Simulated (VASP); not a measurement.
## GaAs: single point with r2SCAN

GaAs:

```
Ga As
1.0
     0.00000    2.83000    2.83000
     2.83000    0.00000    2.83000
     2.83000    2.83000    0.00000
Ga As
1 1
Direct
  0.00000 0.00000 0.00000
  0.25000 0.25000 0.25000
```

```yaml
Program: VASP 6.6.1
Task: single point
Functional: r2SCAN
Potentials_or_basis: VASP PAW PBE potentials, release 64 (Ga_d, As)
Cutoff: 520 eV
k_mesh: 7 × 7 × 7
Occupations: fermi-dirac, width 0.05 eV
Spin: no spin polarisation
```

The pressure is 0.4 GPa and the band gap on the k mesh is 0.97 eV, direct.

Levels at points of the mesh, in eV from the valence-band top:
```csv
k point,band 7,band 8,band 9,band 10,band 11,band 12
"(0.00, 0.00, 0.00)",0.00,0.00,0.00,0.97,4.04,4.04
```

Run time: 110 s on 1 thread of Intel Xeon 8259CL, on a shared host, peak memory 0.17 GiB.

Caveat: the PAW data sets were made with another functional, which shifts forces and pressure a little. A k mesh can miss the band edges.
